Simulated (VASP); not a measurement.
# Al (P6_3/mmc) in VASP: a series of runs, part 2 of 2

VASP 6.6.1. The steps go on from the part before.

## Step 5: Single point, PBEsol

This run uses another cell than the first one, of 14.11 Å³/atom, 1.016 times its volume.

INCAR

```
SYSTEM = Al
ALGO     = Normal         ! electronic algorithm
EDIFF    = 1E-6           ! SCF threshold, eV
ENCUT    = 520            ! plane-wave cutoff, eV
GGA      = PS             ! functional
ISIF     = 2              ! what is computed and relaxed
ISMEAR   = 0              ! smearing method
LASPH    = .TRUE.         ! aspherical terms in the spheres
LCHARG   = .TRUE.         ! write CHGCAR
LELF     = .TRUE.         ! ELF
LREAL    = .FALSE.        ! projectors in reciprocal space
LVHAR    = .TRUE.       
LWAVE    = .FALSE.        ! write WAVECAR
NBANDS   = 10             ! bands
NELM     = 60             ! most SCF steps
PREC     = Accurate       ! precision mode
SIGMA    = 0.15           ! smearing width, eV
```

KPOINTS

```
k-points
0
G
  18 18 10
  0 0 0
```

POSCAR

```
Al
1.0
    2.6502000000      0.0000000000      0.0000000000
   -1.3251000000      2.2951405251      0.0000000000
    0.0000000000      0.0000000000      4.6382883863
Al
2
Direct
    0.6666666667      0.3333333333      0.7500000000
    0.3333333333      0.6666666667      0.2500000000
```

Potentials or basis: VASP PAW PBE potentials, release 64 (Al).

The run is started by

```console
$ cat potpaw_PBE.64/Al/POTCAR > POTCAR
$ mpirun -np 1 vasp_std > vasp.out
```

OUTCAR:

```text
SYSTEM = Al
   EDIFF = 1E-6
   ENCUT = 520
   GGA = PS
   ISIF = 2
   ISMEAR = 0
   LASPH = .TRUE.
   LREAL = .FALSE.
   NELM = 60
   PREC = Accurate

 ion  position               nearest neighbor table
   1  0.667  0.333  0.750-   2 2.78   2 2.78   2 2.78   2 2.78   2 2.78   2 2.78
   2  0.333  0.667  0.250-   1 2.78   1 2.78   1 2.78   1 2.78   1 2.78   1 2.78

  LATTYP: Found a hexagonal cell.
 ALAT       =     2.6502000000
 C/A-ratio  =     1.7501654163

  Lattice vectors:

 A1 = (   2.6502000000,   0.0000000000,   0.0000000000)
 A2 = (  -1.3251000000,   2.2951405251,   0.0000000000)
 A3 = (   0.0000000000,   0.0000000000,   4.6382883863)

Analysis of symmetry for initial positions (statically):
=====================================================================
 Subroutine PRICEL returns:
 Original cell was already a primitive cell.

 Routine SETGRP: Setting up the symmetry group for a
 hexagonal supercell.

 Subroutine GETGRP returns: Found 24 space group operations
 (whereof 12 operations were pure point group operations)
 out of a pool of 24 trial point group operations.

The static configuration has the point symmetry D_3d.
 The point group associated with its full space group is D_6h.

Analysis of symmetry for dynamics (positions and initial velocities):
=====================================================================
 Subroutine PRICEL returns:
 Original cell was already a primitive cell.

 Routine SETGRP: Setting up the symmetry group for a
 hexagonal supercell.

 Subroutine GETGRP returns: Found 24 space group operations
 (whereof 12 operations were pure point group operations)
 out of a pool of 24 trial point group operations.

The dynamic configuration has the point symmetry D_3d.
 The point group associated with its full space group is D_6h.

 Subroutine INISYM returns: Found 24 space group operations
 (whereof 12 operations are pure point group operations),
 and found     1 'primitive' translations

----------------------------------------------------------------------------------------

                                     Primitive cell

  volume of cell :      28.2128

  direct lattice vectors                    reciprocal lattice vectors
     2.650200000  0.000000000  0.000000000     0.377330013  0.217851584  0.000000000
    -1.325100000  2.295140525  0.000000000     0.000000000  0.435703169  0.000000000
     0.000000000  0.000000000  4.638288386     0.000000000  0.000000000  0.215596771

  length of vectors
     2.650200000  2.650200000  4.638288386     0.435703169  0.435703169  0.215596771

  position of ions in fractional coordinates (direct lattice)
     0.666666667  0.333333333  0.750000000
     0.333333333  0.666666667  0.250000000

  ion indices of the primitive-cell ions
   primitive index   ion index
                 1           1
                 2           2

----------------------------------------------------------------------------------------

 KPOINTS: k-points

Automatic generation of k-mesh.
 Grid dimensions read from file:
 generate k-points for:   18   18   10

 Generating k-lattice:

  Cartesian coordinates                     Fractional coordinates (reciprocal lattice)
[... 22 lines left out ...]
  0.277778  0.000000  0.000000      6.000000
[... 16 lines left out ...]
  0.333333  0.111111  0.000000     12.000000
  0.388889  0.111111  0.000000     12.000000
 [... further k-points ...]
   k-points           NKPTS =    222   k-points in BZ     NKDIM =    222   number of bands    NBANDS=     10
   number of dos      NEDOS =    301   number of ions     NIONS =      2
   total plane-waves  NPLWV =  14400
   dimension x,y,z NGX =    20 NGY =   20 NGZ =   36
   dimension x,y,z NGXF=    40 NGYF=   40 NGZF=   72
   ions per type =               2
   NGX,Y,Z   is equivalent  to a cutoff of  12.55, 12.55, 12.90 a.u.
   NGXF,Y,Z  is equivalent  to a cutoff of  25.09, 25.09, 25.81 a.u.
 SYSTEM =  Al
   PREC   = accura    normal or accurate (medium, high low for compatibility)
   ISTART =      0    job   : 0-new  1-cont  2-samecut
   ICHARG =      2    charge: 1-file 2-atom 10-const
   ISPIN  =      1    spin polarized calculation?
   LNONCOLLINEAR =      F non collinear calculations
   LSORBIT =      F    spin-orbit coupling
   LASPH  =      T    aspherical Exc in radial PAW
   ENCUT  =  520.0 eV  38.22 Ry    6.18 a.u.   4.93  4.93  8.62*2*pi/ulx,y,z
   NELM   =     60;   NELMIN=  2; NELMDL= -5     # of ELM steps
   EDIFF  = 0.1E-05   stopping-criterion for ELM
   LREAL  =      F    real-space projection
   EDIFFG = 0.1E-04   stopping-criterion for IOM
   NSW    =      0    number of steps for IOM
   IBRION =     -1    ionic relax: 0-MD 1-quasi-New 2-CG
   NFREE  =      0    steps in history (QN), initial steepest desc. (CG)
   ISIF   =      2    stress and relaxation
   ISYM   =      2    0-nonsym 1-usesym 2-fastsym
   POTIM  = 0.5000    time-step for ionic-motion
   TEBEG  =    0.0;   TEEND  =   0.0 temperature during run
   PSTRESS=    0.0 pullay stress
   NELECT =       6.0000    total number of electrons
   NUPDOWN=      -1.0000    fix difference up-down
   EMIN   =  10.00;   EMAX   =-10.00  energy-range for DOS
   EFERMI =   0.00;   METHOD = LEGACY
   ISMEAR =     0;   SIGMA  =   0.15  broadening in eV -4-tet -1-fermi 0-gaus
   EFERMI_NEDOS =   21; number of points for ismear=-14 and -15
   IALGO  =     38    algorithm
   IMIX   =      4    mixing-type and parameters
     AMIX     =   0.40;   BMIX     =  1.00
     AMIX_MAG =   1.60;   BMIX_MAG =  1.00
  volume/ion in A,a.u.               =      14.11        95.19
  Fermi-wavevector in a.u.,A,eV,Ry     =   0.977185  1.846611 12.992068  0.954890
  Thomas-Fermi vector in A             =   2.107862
   LORBIT       =      0    0 simple, 1 ext, 2 COOP (PROOUT), +10 PAW based schemes
   GGA     = PS    functional components
   LHFCALC =     F    Hartree Fock is set to
   AEXX    =    0.0000 exact exchange contribution
   IVDW    =     0    specifies the selected vdW correction
   LEPSILON=     F    determine dielectric tensor
   LRPA    =     F    only Hartree local field effects (RPA)
 non-spin polarized calculation
 Gauss-broadening in eV      SIGMA  =   0.15
  energy-cutoff  :      520.00
  volume of cell :       28.21
 maximum number of plane-waves:       786
 NGX is ok and might be reduce to    20
   NGX =  9   NGY =  9   NGZ = 17

 number of electron       6.0000000 magnetization

 Free energy of the ion-electron system (eV)
  ---------------------------------------------------
  ext. energy  EPLUGINS =         0.00000000
  ---------------------------------------------------
  free energy    TOTEN  =        -7.90026460 eV

  energy without entropy =       -7.89319662  energy(sigma->0) =       -7.89673061

 E-fermi :   9.6640     XC(G=0): -10.8416

 val. band max:        9.6457829897   @ k =   0.2778   0.2222   0.1000
 cond. band min:       9.6666616413   @ k =   0.3889   0.0000   0.1000
 fundamental gap:      0.0208786517
 Fermi energy:         9.6639591758

 k-point     1 :       0.0000    0.0000    0.0000
  band No.  band energies     occupation
      1      -2.5797      2.00000
      2       4.0472      2.00000
      3       4.1895      2.00000
      4      21.3640      0.00000
      5      22.4806      0.00000
      6      22.4806      0.00000
      7      22.8091      0.00000
      8      22.8091      0.00000
      9      23.5276      0.00000
     10      26.3409      0.00000
[... 287 lines left out ...]
 k-point    24 :       0.3889    0.1111    0.0000
  band No.  band energies     occupation
      1       3.0717      2.00000
      2       5.9287      2.00000
      3       9.3955      1.98862
      4       9.7756      0.29273
      5      12.0589      0.00000
      6      12.3536      0.00000
      7      14.7017      0.00000
      8      19.6175      0.00000
      9      20.0241      0.00000
     10      22.2286      0.00000

 [... further k-points ...]

------------------------ aborting loop because EDIFF is reached ----------------------------------------

  FORCE on cell =-STRESS in cart. coord.  units (eV):
  Direction    XX          YY          ZZ          XY          YZ          ZX
  --------------------------------------------------------------------------------------
  -------------------------------------------------------------------------------------
  Total        3.4066380      3.4066380      1.9504298      0.0000000     -0.0000000      0.0000000
  in kB      193.4598720    193.4598720    110.7631348      0.0000000     -0.0000000      0.0000000
  external PRESSURE =     165.8942929 kB  Pullay stress =       0.0000000 kB

 VOLUME and BASIS-vectors are now :
 -----------------------------------------------------------------------------
  energy-cutoff  :      520.00
  volume of cell :       28.21
      direct lattice vectors                 reciprocal lattice vectors
     2.650200000  0.000000000  0.000000000     0.377330013  0.217851584  0.000000000
    -1.325100000  2.295140525  0.000000000     0.000000000  0.435703169  0.000000000
     0.000000000  0.000000000  4.638288386     0.000000000  0.000000000  0.215596771

 POSITION                                       TOTAL-FORCE (eV/Angst)
 -----------------------------------------------------------------------------------
      1.32510      0.76505      3.47872        -0.000000      0.000000      0.000000
     -0.00000      1.53009      1.15957         0.000000     -0.000000      0.000000
 -----------------------------------------------------------------------------------
    total drift:                                0.000000     -0.000000     -0.000000

  FREE ENERGIE OF THE ION-ELECTRON SYSTEM (eV)
  ---------------------------------------------------
  free  energy   TOTEN  =        -7.9002646009 eV

  energy  without entropy=       -7.8931966243  energy(sigma->0) =       -7.89673061
```

It took 27 s on 1 thread of Intel Xeon 6975P-C, shared host; peak memory 0.17 GiB.

Results:

```yaml
Free_energy: -7.9003 eV
Pressure: 16.6 GPa
Band_gap_on_the_k_mesh: zero (band 3 reaches 13.55 eV, above the bottom of band 4 at 6.45 eV)
```

Levels at points of the mesh, in eV from the Fermi level:
| k point | band 1 | band 2 | band 3 | band 4 | band 5 | band 6 | band 7 |
| --- | --- | --- | --- | --- | --- | --- | --- |
| (0.00, 0.00, 0.00) | -12.24 | -5.62 | -5.47 | 11.70 | 12.82 | 12.82 | 13.15 |
| (0.50, 0.00, 0.00) | -5.52 | -5.39 | 0.60 | 0.81 | 1.18 | 1.70 | 7.35 |
| (0.00, 0.00, 0.50) | -10.54 | -10.54 | 2.42 | 2.42 | 13.63 | 13.63 | 13.63 |
| (0.50, 0.00, 0.50) | -4.31 | -4.31 | -3.21 | -3.21 | 7.68 | 7.68 | 8.76 |

Caveat: the PAW data sets were made with another functional, which shifts forces and pressure a little.

## Step 6: Single point, PBEsol

This run uses another cell than the first one, of 14.07 Å³/atom, 1.014 times its volume.

INCAR

```
PREC     = Accurate       # precision mode
ENCUT    = 520            # plane-wave cutoff, eV
EDIFF    = 1E-7           # SCF threshold, eV
ISMEAR   = 0              # smearing method
SIGMA    = 0.15           # smearing width, eV
LREAL    = F              # projectors in reciprocal space
LASPH    = T              # aspherical terms in the spheres
NELM     = 80             # most SCF steps
ALGO     = Normal         # electronic algorithm
ISIF     = 2              # what is computed and relaxed
LWAVE    = F              # write WAVECAR
LCHARG   = T              # write CHGCAR
GGA      = PS             # functional
LELF     = T              # ELF
LVHAR    = T            
NBANDS   = 10             # bands
```

KPOINTS

```
Automatic mesh
0
Gamma
  18 18 10
```

POSCAR

```
Al
1.0
    2.6901000000      0.0000000000      0.0000000000
   -1.3450500000      2.3296949387      0.0000000000
    0.0000000000      0.0000000000      4.4899000000
Al
2
Direct
    0.6666666667      0.3333333333      0.7500000000
    0.3333333333      0.6666666667      0.2500000000
```

Potentials or basis: VASP PAW PBE potentials, release 64 (Al).

The run is started by

```console
$ cat potpaw_PBE.64/Al/POTCAR > POTCAR
$ mpirun -np 1 vasp_std > vasp.out
```

OUTCAR:

```text
PREC = Accurate
   ENCUT = 520
   EDIFF = 1E-7
   ISMEAR = 0
   LREAL = F
   LASPH = T
   NELM = 80
   ISIF = 2
   GGA = PS

 ion  position               nearest neighbor table
   1  0.667  0.333  0.750-   2 2.73   2 2.73   2 2.73   2 2.73   2 2.73   2 2.73
   2  0.333  0.667  0.250-   1 2.73   1 2.73   1 2.73   1 2.73   1 2.73   1 2.73

  LATTYP: Found a hexagonal cell.
 ALAT       =     2.6901000000
 C/A-ratio  =     1.6690457604

  Lattice vectors:

[... 499 lines left out ...]

 [... further k-points ...]

------------------------ aborting loop because EDIFF is reached ----------------------------------------

  FORCE on cell =-STRESS in cart. coord.  units (eV):
  Direction    XX          YY          ZZ          XY          YZ          ZX
  --------------------------------------------------------------------------------------
  -------------------------------------------------------------------------------------
  Total        2.9296531      2.9296531      2.7134266      0.0000000      0.0000000      0.0000000
  in kB      166.8102136    166.8102136    154.4985846      0.0000000      0.0000000      0.0000000
  external PRESSURE =     162.7063372 kB  Pullay stress =       0.0000000 kB

 VOLUME and BASIS-vectors are now :
 -----------------------------------------------------------------------------
  energy-cutoff  :      520.00
  volume of cell :       28.14
      direct lattice vectors                 reciprocal lattice vectors
     2.690100000  0.000000000  0.000000000     0.371733393  0.214620374  0.000000000
    -1.345050000  2.329694939  0.000000000     0.000000000  0.429240749  0.000000000
     0.000000000  0.000000000  4.489900000     0.000000000  0.000000000  0.222722110

 POSITION                                       TOTAL-FORCE (eV/Angst)
 -----------------------------------------------------------------------------------
      1.34505      0.77656      3.36742         0.000000     -0.000000      0.000000
     -0.00000      1.55313      1.12247        -0.000000      0.000000      0.000000
 -----------------------------------------------------------------------------------
    total drift:                                0.000000     -0.000000     -0.000000

  FREE ENERGIE OF THE ION-ELECTRON SYSTEM (eV)
  ---------------------------------------------------
  free  energy   TOTEN  =        -7.9176748966 eV

  energy  without entropy=       -7.9083711336  energy(sigma->0) =       -7.91302302
```

OSZICAR:

```text
N       E                     dE             d eps       ncg     rms          rms(c)
DAV:   1     0.212594876016E+00    0.21259E+00   -0.24024E+03  4440   0.480E+02
DAV:   2    -0.782149482443E+01   -0.80341E+01   -0.77282E+01  5766   0.586E+01
DAV:   3    -0.798684389513E+01   -0.16535E+00   -0.16351E+00  5786   0.676E+00
DAV:   4    -0.798751490101E+01   -0.67101E-03   -0.67093E-03  5358   0.480E-01
DAV:   5    -0.798751989235E+01   -0.49913E-05   -0.49918E-05  5378   0.425E-02    0.243E+00
DAV:   6    -0.794552313765E+01    0.41997E-01   -0.33213E-03  4906   0.277E-01    0.136E+00
DAV:   7    -0.791792431412E+01    0.27599E-01   -0.84571E-03  4644   0.425E-01    0.239E-01
DAV:   8    -0.791767616710E+01    0.24815E-03   -0.16496E-04  6116   0.716E-02    0.722E-02
DAV:   9    -0.791767512018E+01    0.10469E-05   -0.11519E-06  5264   0.700E-03    0.226E-03
DAV:  10    -0.791767495935E+01    0.16084E-06   -0.24823E-08  3784   0.957E-04    0.165E-03
DAV:  11    -0.791767489660E+01    0.62749E-07   -0.29995E-09  2700   0.324E-04
   1 F= -.79176749E+01 E0= -.79130230E+01  d E =-.930376E-02
```

Wall time 20 s (1 thread of Intel Xeon 6975P-C, shared host); peak memory 0.17 GiB.

What came out:

```yaml
Free_energy: -7.9177 eV
Pressure: 16.3 GPa
Band_gap_on_the_k_mesh: zero (band 3 reaches 13.96 eV, above the bottom of band 4 at 6.35 eV)
```

Stress tensor (GPa, compression positive):
```
16.68  0.00  0.00
 0.00 16.68  0.00
 0.00  0.00 15.45
```

Levels at points of the mesh, in eV from the Fermi level:
```csv
k point,band 1,band 2,band 3,band 4,band 5,band 6,band 7
"(0.00, 0.00, 0.00)",-12.29,-5.38,-4.90,12.16,12.16,12.31,12.31
"(0.50, 0.00, 0.00)",-5.71,-5.66,0.58,1.22,1.23,1.98,6.68
"(0.00, 0.00, 0.50)",-10.47,-10.47,3.32,3.32,13.04,13.04,13.04
"(0.50, 0.00, 0.50)",-4.41,-4.41,-3.36,-3.36,7.86,7.86,8.19
```

Caveat: the PAW data sets were made with another functional, which shifts forces and pressure a little.

## Step 7: The runs side by side

```csv
cell,gap on the mesh (eV),pressure (GPa)
"a = 2.650, b = 2.650, c = 4.564 Å, angles 90.0, 90.0, 120.0°, 2 atoms",none,18.7
"a = 2.690, b = 2.690, c = 4.416 Å, angles 90.0, 90.0, 120.0°, 2 atoms",none,18.7
"a = 2.730, b = 2.730, c = 4.341 Å, angles 90.0, 90.0, 120.0°, 2 atoms",none,16.9
"a = 2.650, b = 2.650, c = 4.638 Å, angles 90.0, 90.0, 120.0°, 2 atoms",none,16.6
"a = 2.690, b = 2.690, c = 4.490 Å, angles 90.0, 90.0, 120.0°, 2 atoms",none,16.3
```

Alike in all rows: task single point; level PBEsol; potentials or basis VASP PAW PBE potentials, release 64 (Al); no spin polarisation; k mesh 18 × 18 × 10; cutoff (eV) 520; smearing gaussian 0.15 eV.

Caveats: the PAW data sets were made with another functional, which shifts forces and pressure a little.

Total energies depend on the potentials used, so only differences within one code and one set of settings carry meaning.
